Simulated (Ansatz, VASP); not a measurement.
# One calculation of KF, two programs

Contents of INCAR:

```
SYSTEM = KF
ALGO     = Normal         ! electronic algorithm
EDIFF    = 1E-6           ! SCF threshold, eV
ENCUT    = 520            ! plane-wave cutoff, eV
GGA      = PE             ! functional
ISIF     = 2              ! what is computed and relaxed
ISMEAR   = 0              ! smearing method
LASPH    = .TRUE.         ! aspherical terms in the spheres
LCHARG   = .TRUE.         ! write CHGCAR
LELF     = .TRUE.         ! ELF
LREAL    = .FALSE.        ! projectors in reciprocal space
LVHAR    = .TRUE.       
LWAVE    = .FALSE.        ! write WAVECAR
NBANDS   = 42             ! bands
NELM     = 80             ! most SCF steps
PREC     = Accurate       ! precision mode
SIGMA    = 0.1            ! smearing width, eV
```

KPOINTS

```
k-points
0
G
  4 2 2
  0 0 0
```

File POSCAR:

```
KF
1.0
    0.0000000000      2.7102548202      2.7102548202
    5.4205096405      2.7102548202     -2.7102548202
   -5.4205096405      2.7102548202     -2.7102548202
K F
4 4
Direct
    0.0000000000      0.2500000000      0.7500000000
    0.5000000000      0.7500000000      0.7500000000
    0.5000000000      0.2500000000      0.2500000000
    0.0000000000      0.7500000000      0.2500000000
    0.0000000000      0.5000000000      0.5000000000
    0.5000000000      0.0000000000      0.5000000000
    0.5000000000      0.5000000000      1.0000000000
    0.0000000000      1.0000000000      1.0000000000
```

Input for Ansatz:

```yaml
crystal:
  lattice:
    - [0.0, 2.7102548202, 2.7102548202]
    - [5.4205096405, 2.7102548202, -2.7102548202]
    - [-5.4205096405, 2.7102548202, -2.7102548202]
  atoms:
    - { symbol: K, position: [0.0, 0.25, 0.75] }
    - { symbol: K, position: [0.5, 0.75, 0.75] }
    - { symbol: K, position: [0.5, 0.25, 0.25] }
    - { symbol: K, position: [0.0, 0.75, 0.25] }
    - { symbol: F, position: [0.0, 0.5, 0.5] }
    - { symbol: F, position: [0.5, 0.0, 0.5] }
    - { symbol: F, position: [0.5, 0.5, 1.0] }
    - { symbol: F, position: [0.0, 1.0, 1.0] }
basis:
  ecutwfc: 420
kpoints:
  mp_grid: { grid: [4, 2, 2] }
hamiltonian:
  xc: pbe
scf:
  occupations: { method: gaussian, width: 0.1 }
  lower_state_search: "off"
output:
  forces: true
  stress: true
  eigenvalues: true
```

Alike in both runs: task single point; functional PBE; k mesh 4 × 2 × 2; occupations gaussian, width 0.1 eV; no spin polarisation.

|  | VASP | Ansatz |
| --- | --- | --- |
| version | VASP 6.6.1 | Ansatz 0.2.0 |
| potentials or method | VASP PAW PBE potentials, release 64 (K_sv, F), cutoff 520 eV | scalar-relativistic, plane waves, PAW |
| valence electrons in the cell | 64 | 64 |

```tsv
	VASP	Ansatz	Ansatz less VASP
gap on the k mesh at the Fermi level (eV)	5.95	5.96	+0.015
least direct gap on the mesh (eV)	5.95	5.96	+0.015
pressure (GPa)	0.0	0.0	-0.02
```

The functional is the same, so the differences come from potentials, cutoffs and numerics.

The k mesh is coarse, so the values compare programs but aren't converged.
